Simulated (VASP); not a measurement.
# SiC (F-43m) in VASP: further runs

Runs on SiC. Level: LDA. Tasks: elastic constants.

Program: VASP 6.6.1. These are calculated values, not measurements. Logs are shortened: lines on timing, memory, paths and dates and some standing lists are left out, and cuts for length are marked.

## Step 1: The cell of the first run

The structure is cubic, space group F-43m (No. 216). The conventional cell has a = 4.288 Å, b = 4.288 Å, c = 4.288 Å, α = 90.00°, β = 90.00°, γ = 90.00°. Si (site symmetry -43m) has 4 C at 1.86 Å within 2.5 Å. C (site symmetry -43m) has 4 Si at 1.86 Å within 2.5 Å.

## Step 2: Elastic constants, LDA

File INCAR:

```
PREC     = Accurate       # precision mode
ENCUT    = 600            # plane-wave cutoff, eV
EDIFF    = 1E-8           # SCF threshold, eV
ISMEAR   = 0              # smearing method
SIGMA    = 0.01           # smearing width, eV
LREAL    = False          # projectors in reciprocal space
LASPH    = True           # aspherical terms in the spheres
NELM     = 80             # most SCF steps
ALGO     = Normal         # electronic algorithm
ISIF     = 3              # what is computed and relaxed
LWAVE    = False          # write WAVECAR
LCHARG   = False          # write CHGCAR
IBRION   = 6              # ionic algorithm
NFREE    = 2            
POTIM    = 0.015          # step
NSW      = 1              # ionic steps
```

File KPOINTS:

```
Automatic mesh
0
Gamma
  10 10 10
```

File POSCAR:

```
SiC
1.0
    0.0000000000      2.1437853280      2.1437853280
    2.1437853280      0.0000000000      2.1437853280
    2.1437853280      2.1437853280      0.0000000000
Si C
1 1
Direct
    0.0000000000      0.0000000000      0.0000000000
    0.7500000000      0.7500000000      0.7500000000
```

Potentials or basis: VASP PAW LDA potentials, release 64 (Si, C).

Launch:

```console
cat potpaw_LDA.64/Si/POTCAR potpaw_LDA.64/C/POTCAR > POTCAR
mpirun -np 1 vasp_std > vasp.out
```

OUTCAR:

```text
PREC = Accurate
   ENCUT = 600
   EDIFF = 1E-8
   ISMEAR = 0
   LREAL = False
   LASPH = True
   NELM = 80
   ISIF = 3
   IBRION = 6
   NFREE = 2
   POTIM = 0.015
   NSW = 1

 ion  position               nearest neighbor table
   1  0.000  0.000  0.000-   2 1.86   2 1.86   2 1.86   2 1.86
   2  0.750  0.750  0.750-   1 1.86   1 1.86   1 1.86   1 1.86

  LATTYP: Found a face centered cubic cell.
 ALAT       =     4.2875706560

  Lattice vectors:

 A1 = (   0.0000000000,   2.1437853280,   2.1437853280)
 A2 = (   2.1437853280,   0.0000000000,   2.1437853280)
 A3 = (   2.1437853280,   2.1437853280,   0.0000000000)

Analysis of symmetry for initial positions (statically):
=====================================================================
 Subroutine PRICEL returns:
 Original cell was already a primitive cell.

 Routine SETGRP: Setting up the symmetry group for a
 face centered cubic supercell.

 Subroutine GETGRP returns: Found 24 space group operations
 (whereof 24 operations were pure point group operations)
 out of a pool of 48 trial point group operations.

The static configuration has the point symmetry T_d .

Analysis of symmetry for dynamics (positions and initial velocities):
=====================================================================
 Subroutine PRICEL returns:
 Original cell was already a primitive cell.

 Routine SETGRP: Setting up the symmetry group for a
 face centered cubic supercell.

 Subroutine GETGRP returns: Found 24 space group operations
 (whereof 24 operations were pure point group operations)
 out of a pool of 48 trial point group operations.

The dynamic configuration has the point symmetry T_d .

 Subroutine INISYM returns: Found 24 space group operations
 (whereof 24 operations are pure point group operations),
 and found     1 'primitive' translations

----------------------------------------------------------------------------------------

                                     Primitive cell

  volume of cell :      19.7049

  direct lattice vectors                    reciprocal lattice vectors
     0.000000000  2.143785328  2.143785328    -0.233232308  0.233232308  0.233232308
     2.143785328  0.000000000  2.143785328     0.233232308 -0.233232308  0.233232308
     2.143785328  2.143785328  0.000000000     0.233232308  0.233232308 -0.233232308

  length of vectors
     3.031770286  3.031770286  3.031770286     0.403970207  0.403970207  0.403970207

  position of ions in fractional coordinates (direct lattice)
     0.000000000  0.000000000  0.000000000
     0.750000000  0.750000000  0.750000000

  ion indices of the primitive-cell ions
   primitive index   ion index
                 1           1
                 2           2

----------------------------------------------------------------------------------------

 KPOINTS: Automatic mesh

Automatic generation of k-mesh.
 Grid dimensions read from file:
 generate k-points for:   10   10   10

 Generating k-lattice:

  Cartesian coordinates                     Fractional coordinates (reciprocal lattice)
    -0.023323231  0.023323231  0.023323231     0.100000000  0.000000000  0.000000000
     0.023323231 -0.023323231  0.023323231     0.000000000  0.100000000  0.000000000
     0.023323231  0.023323231 -0.023323231     0.000000000  0.000000000  0.100000000

  Length of vectors
     0.040397021  0.040397021  0.040397021

  Shift w.r.t. Gamma in fractional coordinates (k-lattice)
     0.000000000  0.000000000  0.000000000

 Subroutine IBZKPT returns following result:
 ===========================================

 Found     47 irreducible k-points:

 Following reciprocal coordinates:
            Coordinates               Weight
  0.000000  0.000000  0.000000      1.000000
[... 61 lines left out ...]
     AMIX     =   0.40;   BMIX     =  1.00
     AMIX_MAG =   1.60;   BMIX_MAG =  1.00
  volume/ion in A,a.u.               =       9.85        66.49
  Fermi-wavevector in a.u.,A,eV,Ry     =   1.212217  2.290757 19.993338  1.469469
  Thomas-Fermi vector in A             =   2.347708
   LORBIT       =      0    0 simple, 1 ext, 2 COOP (PROOUT), +10 PAW based schemes
   GGA     = CA    functional components
   LHFCALC =     F    Hartree Fock is set to
   AEXX    =    0.0000 exact exchange contribution
   IVDW    =     0    specifies the selected vdW correction
   LEPSILON=     F    determine dielectric tensor
   LRPA    =     F    only Hartree local field effects (RPA)
 finite differences with symmetry
 non-spin polarized calculation
 Gauss-broadening in eV      SIGMA  =   0.01
  energy-cutoff  :      600.00
  volume of cell :       19.70
 maximum number of plane-waves:       678
   NGX = 13   NGY = 13   NGZ = 13

--------------------------------------- Ionic step        1  -------------------------------------------

 number of electron       7.9999999 magnetization

 Free energy of the ion-electron system (eV)
  ---------------------------------------------------
  ext. energy  EPLUGINS =         0.00000000
  ---------------------------------------------------
  free energy    TOTEN  =       -16.63067395 eV

  energy without entropy =      -16.63067395  energy(sigma->0) =      -16.63067395

------------------------ aborting loop because EDIFF is reached ----------------------------------------

  FORCE on cell =-STRESS in cart. coord.  units (eV):
  Direction    XX          YY          ZZ          XY          YZ          ZX
  --------------------------------------------------------------------------------------
  -------------------------------------------------------------------------------------
  Total        0.8929704      0.8929704      0.8929704      0.0000000      0.0000000     -0.0000000
  in kB       72.6062085     72.6062085     72.6062085      0.0000000      0.0000000     -0.0000000
  external PRESSURE =      72.6062085 kB  Pullay stress =       0.0000000 kB
[... 89 lines left out ...]
  FREE ENERGIE OF THE ION-ELECTRON SYSTEM (eV)
  ---------------------------------------------------
  free  energy   TOTEN  =       -16.6113038603 eV

  energy  without entropy=      -16.6113038603  energy(sigma->0) =      -16.61130386

[... ionic steps 4 to 14 ...]

--------------------------------------- Ionic step       15  -------------------------------------------

 number of electron       7.9999999 magnetization

------------------------ aborting loop because EDIFF is reached ----------------------------------------
[... 67 lines left out ...]
--------------------------------------- Ionic step       17  -------------------------------------------

 number of electron       7.9999999 magnetization

 Free energy of the ion-electron system (eV)
  ---------------------------------------------------
  ext. energy  EPLUGINS =         0.00000000
  ---------------------------------------------------
  free energy    TOTEN  =       -16.62831045 eV

  energy without entropy =      -16.62831045  energy(sigma->0) =      -16.62831045

 E-fermi :   8.7633     XC(G=0): -11.7657

 val. band max:        8.6975945300   @ k =   0.0000   0.0000   0.0000
 cond. band min:       9.8878242070   @ k =   0.5000   0.5000   0.0000
 fundamental gap:      1.1902296769
 Fermi energy:         8.7633456897

 k-point     1 :       0.0000    0.0000    0.0000
  band No.  band energies     occupation
      1      -7.0762      2.00000
      2       8.5535      2.00000
      3       8.6268      2.00000
      4       8.6976      2.00000
      5      15.4957      0.00000
      6      16.1349      0.00000
      7      16.1626      0.00000
      8      16.1919      0.00000
[... 243 lines left out ...]
 k-point    24 :       0.4000    0.3000    0.0000
  band No.  band energies     occupation
      1      -3.7854      2.00000
      2       3.0569      2.00000
      3       5.3379      2.00000
      4       5.9199      2.00000
      5      11.4716      0.00000
      6      14.3302      0.00000
      7      20.6383      0.00000
      8      20.8495      0.00000

 [... further k-points ...]

------------------------ aborting loop because EDIFF is reached ----------------------------------------

  FORCE on cell =-STRESS in cart. coord.  units (eV):
  Direction    XX          YY          ZZ          XY          YZ          ZX
  --------------------------------------------------------------------------------------
  -------------------------------------------------------------------------------------
  Total        0.8923358      0.8986587      0.8986587      0.0000000     -0.1555215      0.0000000
  in kB       72.5546119     73.0687207     73.0687207      0.0000000    -12.6452397      0.0000000
  external PRESSURE =      72.8973511 kB  Pullay stress =       0.0000000 kB
[... 17 lines left out ...]
  FREE ENERGIE OF THE ION-ELECTRON SYSTEM (eV)
  ---------------------------------------------------
  free  energy   TOTEN  =       -16.6283104540 eV

  energy  without entropy=      -16.6283104540  energy(sigma->0) =      -16.62831045

 INTERNAL STRAIN TENSORS FROM STRAINED CELLS
 ============================================

 INTERNAL STRAIN TENSOR FOR ION    1 for displacements in x,y,z  (eV/Angst):
          X           Y           Z          XY          YZ          ZX
  --------------------------------------------------------------------------------
  x     0.00000    -0.00000     0.00000     0.00000   -10.37379     0.00000
  y    -0.00000    -0.00000     0.00000     0.00000    -0.00000   -10.37331
  z     0.00000    -0.00000     0.00000   -10.37302    -0.00000     0.00000

 INTERNAL STRAIN TENSORS FROM DISPLACED ATOMS
 ============================================

 INTERNAL STRAIN TENSOR FOR ION    1 for displacements in x,y,z  (eV/Angst):
          X           Y           Z          XY          YZ          ZX
  --------------------------------------------------------------------------------
  x    -0.00000     0.00000     0.00000     0.00000   -10.36626     0.00000
  y     0.00000     0.00000     0.00000     0.00000     0.00000   -10.36626
  z     0.00000     0.00000    -0.00000   -10.36626     0.00000     0.00000

 INTERNAL STRAIN TENSOR FOR ION    2 for displacements in x,y,z  (eV/Angst):
          X           Y           Z          XY          YZ          ZX
  --------------------------------------------------------------------------------
  x     0.00000     0.00000     0.00000     0.00000    10.36679     0.00000
  y     0.00000    -0.00000     0.00000     0.00000     0.00000    10.36679
  z     0.00000     0.00000     0.00000    10.36679     0.00000     0.00000

 Eigenvectors and eigenvalues of the dynamical matrix
 ----------------------------------------------------

   1 f  =   24.702044 THz   155.207519 2PiTHz  823.971490 cm-1   102.159399 meV
             X         Y         Z           dx          dy          dz
      0.000000  0.000000  0.000000    -0.254038   -0.484795    0.000000
      3.215678  3.215678  3.215678     0.388455    0.741310    0.000000
[... 21 lines left out ...]
   6 f/i=    0.000150 THz     0.000945 2PiTHz    0.005018 cm-1     0.000622 meV
             X         Y         Z           dx          dy          dz
      0.000000  0.000000  0.000000    -0.644581   -0.533811    0.000000
      3.215678  3.215678  3.215678    -0.421537   -0.349097    0.000000

--------------------------------------------------------------------------------------------------------

 ELASTIC MODULI CONTR FROM IONIC RELAXATION (kBar)
 Direction    XX          YY          ZZ          XY          YZ          ZX
 --------------------------------------------------------------------------------
 XX          -0.0000     -0.0000      0.0000      0.0000     -0.0000      0.0000
 YY          -0.0000     -0.0000      0.0000      0.0000     -0.0000      0.0000
 ZZ           0.0000      0.0000     -0.0000     -0.0000      0.0000     -0.0000
 XY           0.0000      0.0000     -0.0000   -415.9909      0.0000     -0.0000
 YZ          -0.0000     -0.0000      0.0000      0.0000   -415.9909      0.0000
 ZX           0.0000      0.0000     -0.0000     -0.0000     -0.0000   -415.9909
 --------------------------------------------------------------------------------

 TOTAL ELASTIC MODULI (kBar)
 Direction    XX          YY          ZZ          XY          YZ          ZX
 --------------------------------------------------------------------------------
 XX        4223.7813   1617.5369   1617.5369     -0.0000      0.0000     -0.0000
 YY        1617.5369   4223.7813   1617.5369     -0.0000     -0.0000     -0.0000
 ZZ        1617.5369   1617.5369   4223.7813     -0.0000      0.0000      0.0000
 XY          -0.0000     -0.0000     -0.0000   2648.2919      0.0000     -0.0000
 YZ           0.0000     -0.0000      0.0000      0.0000   2648.2919      0.0000
 ZX          -0.0000     -0.0000      0.0000     -0.0000     -0.0000   2648.2919
 --------------------------------------------------------------------------------
```

It took 2.8 min on 1 thread of Intel Xeon Platinum 8259CL at 2.50GHz (Skylake/Cascade Lake), shared host; peak memory 0.23 GiB.

What came out:

| Quantity | Value |
| --- | --- |
| Elastic constants C11, C12, C44 | 422, 162, 265 GPa |
| Voigt bulk modulus | 249 GPa |
| Highest phonon frequency at Γ, LO-TO splitting left out | 824 cm⁻¹ |

Phonon frequencies in cm⁻¹ (negative: imaginary):
```tsv
q point	frequencies
(0.000, 0.000, 0.000)	0 0 0 824 824 824
```

Elastic tensor in Voigt notation (GPa, in the Cartesian axes of the cell as first typed):
```
422 162 162   0   0   0
162 422 162   0   0   0
162 162 422   0   0   0
  0   0   0 265   0   0
  0   0   0   0 265   0
  0   0   0   0   0 265
```

Clamped-ion elastic tensor (GPa):
```
422 162 162   0   0   0
162 422 162   0   0   0
162 162 422   0   0   0
  0   0   0 306   0   0
  0   0   0   0 306   0
  0   0   0   0   0 306
```

Caveat: the cell is under stress, which shifts elastic constants.

## Step 3: Elastic constants, LDA

This run uses another cell than the first one, of 9.97 Å³/atom, 1.012 times its volume.

File INCAR:

```
ALGO = Normal
EDIFF = 1E-8
ENCUT = 600
GGA = CA
IBRION = 6
ISIF = 3
ISMEAR = 0
LASPH = T
LCHARG = F
LREAL = F
LWAVE = F
NBANDS = 11
NELM = 100
NFREE = 2
NSW = 1
POTIM = 0.015
PREC = Accurate
SIGMA = 0.01
```

File KPOINTS:

```
k-points
0
Gamma
  10 10 10
```

File POSCAR:

```
SiC
1.0
    0.0000000000      2.1524133175      2.1524133175
    2.1524133175      0.0000000000      2.1524133175
    2.1524133175      2.1524133175      0.0000000000
Si C
1 1
Direct
    0.0000000000      0.0000000000      0.0000000000
    0.7500000000      0.7500000000      0.7500000000
```

Potentials or basis: VASP PAW LDA potentials, release 64 (Si, C).

Launch:

```console
cat potpaw_LDA.64/Si/POTCAR potpaw_LDA.64/C/POTCAR > POTCAR
mpirun -np 1 vasp_std > vasp.out
```

OUTCAR:

```text
EDIFF = 1E-8
   ENCUT = 600
   GGA = CA
   IBRION = 6
   ISIF = 3
   ISMEAR = 0
   LASPH = T
   LREAL = F
   NELM = 100
   NFREE = 2
   NSW = 1
   POTIM = 0.015
   PREC = Accurate

 ion  position               nearest neighbor table
   1  0.000  0.000  0.000-   2 1.86   2 1.86   2 1.86   2 1.86
   2  0.750  0.750  0.750-   1 1.86   1 1.86   1 1.86   1 1.86
[... 785 lines left out ...]
             X         Y         Z           dx          dy          dz
      0.000000  0.000000  0.000000     0.000000    0.547300    0.000000
      3.228620  3.228620  3.228620     0.000000   -0.836937    0.000000
[... 21 lines left out ...]
   6 f/i=    0.000512 THz     0.003219 2PiTHz    0.017089 cm-1     0.002119 meV
             X         Y         Z           dx          dy          dz
      0.000000  0.000000  0.000000     0.000000    0.000000    0.836937
      3.228620  3.228620  3.228620     0.000000    0.000000    0.547300

--------------------------------------------------------------------------------------------------------

 ELASTIC MODULI CONTR FROM IONIC RELAXATION (kBar)
 Direction    XX          YY          ZZ          XY          YZ          ZX
 --------------------------------------------------------------------------------
 XX          -0.0000     -0.0000     -0.0000      0.0000      0.0000     -0.0000
 YY          -0.0000     -0.0000     -0.0000      0.0000      0.0000      0.0000
 ZZ          -0.0000     -0.0000     -0.0000      0.0000      0.0000     -0.0000
 XY           0.0000      0.0000      0.0000   -368.2264     -0.0000     -0.0000
 YZ           0.0000      0.0000      0.0000     -0.0000   -368.2264      0.0000
 ZX          -0.0000      0.0000     -0.0000     -0.0000      0.0000   -368.2264
 --------------------------------------------------------------------------------

 TOTAL ELASTIC MODULI (kBar)
 Direction    XX          YY          ZZ          XY          YZ          ZX
 --------------------------------------------------------------------------------
 XX        4140.1308   1534.9499   1534.9499      0.0000      0.0000     -0.0000
 YY        1534.9499   4140.1308   1534.9499     -0.0000     -0.0000      0.0000
 ZZ        1534.9499   1534.9499   4140.1308      0.0000      0.0000      0.0000
 XY           0.0000     -0.0000      0.0000   2599.8295     -0.0000     -0.0000
 YZ           0.0000     -0.0000      0.0000     -0.0000   2599.8295      0.0000
 ZX          -0.0000      0.0000      0.0000     -0.0000      0.0000   2599.8295
 --------------------------------------------------------------------------------
```

OSZICAR:

```text
N       E                     dE             d eps       ncg     rms          rms(c)
DAV:   1     0.475058036284E+01    0.47506E+01   -0.43771E+03  1058   0.693E+02
DAV:   2    -0.180404340875E+02   -0.22791E+02   -0.21562E+02  1300   0.118E+02
DAV:   3    -0.187846438286E+02   -0.74421E+00   -0.74247E+00  1279   0.180E+01
[... 174 lines left out ...]
DAV:   2    -0.166380982357E+02    0.23173E-02   -0.12484E-02  4647   0.828E-01    0.150E-01
DAV:   3    -0.166371923495E+02    0.90589E-03   -0.29316E-03  4351   0.336E-01    0.263E-02
DAV:   4    -0.166372053116E+02   -0.12962E-04   -0.16489E-04  4533   0.100E-01    0.164E-02
DAV:   5    -0.166372036896E+02    0.16220E-05   -0.27153E-06  4460   0.112E-02    0.155E-03
DAV:   6    -0.166372036977E+02   -0.80609E-08   -0.88677E-08  4464   0.209E-03
  17 F= -.16637204E+02 E0= -.16637204E+02  d E =-.475568E-16
```

Run time: 3.6 min. Hardware: 1 thread of Intel Xeon Platinum 8259CL at 2.50GHz (Skylake/Cascade Lake), shared host; peak memory 0.24 GiB.

Results:

- Elastic constants C11, C12, C44: 414, 153, 260 GPa
- Voigt bulk modulus: 240 GPa
- Highest phonon frequency at Γ, LO-TO splitting left out: 813 cm⁻¹

Phonon frequencies in cm⁻¹ (negative: imaginary):
| q point | frequencies |
| --- | --- |
| (0.000, 0.000, 0.000) | 0 0 0 813 813 813 |

Elastic tensor in Voigt notation (GPa, in the Cartesian axes of the cell as first typed):
```
414 153 153   0   0   0
153 414 153   0   0   0
153 153 414   0   0   0
  0   0   0 260   0   0
  0   0   0   0 260   0
  0   0   0   0   0 260
```

Clamped-ion elastic tensor (GPa):
```
414 153 153   0   0   0
153 414 153   0   0   0
153 153 414   0   0   0
  0   0   0 297   0   0
  0   0   0   0 297   0
  0   0   0   0   0 297
```

Caveat: the cell is under stress, which shifts elastic constants.

(Part 1 of 2 ends here.)
